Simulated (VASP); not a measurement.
Runs of VASP 6.6.1 on AgCl. The structure is that of space group I4/mmm (No. 139), or close to it. The cells are those of the table. 

```csv
cell,gap on the mesh (eV),pressure (GPa)
"a = 3.934, b = 3.934, c = 3.608 Å, angles 62.7, 62.7, 54.6°, 2 atoms",0.46,10.3
"a = 3.851, b = 3.851, c = 3.608 Å, angles 62.1, 62.1, 55.9°, 2 atoms",(d),12.4
"a = 3.768, b = 3.768, c = 3.922 Å, angles 58.6, 58.6, 62.7°, 2 atoms",0.71,(a)
"a = 3.844, b = 3.844, c = 3.922 Å, angles 59.3, 59.3, 61.3°, 2 atoms",0.79,3.9
"a = 3.687, b = 3.687, c = 3.765 Å, angles 59.3, 59.3, 61.4°, 2 atoms",0.80,14.3
"a = 3.925, b = 3.925, c = 3.765 Å, angles 61.3, 61.3, 57.3°, 2 atoms",(b),4.5
"a = 3.768, b = 3.768, c = 3.608 Å, angles 61.4, 61.4, 57.2°, 2 atoms",(c),15.3
```

Alike in all rows: task single point; level PBE; potentials or basis VASP PAW PBE potentials, release 64 (Ag, Cl); no spin polarisation; k mesh 8 × 8 × 8; cutoff (eV) 520; smearing gaussian 0.05 eV.

Fill in the values left out.

(a) 7.5; (b) 0.67; (c) 0.65; (d) 0.54.

A k mesh can miss the band edges, and the runs leave out spin-orbit coupling on Ag.
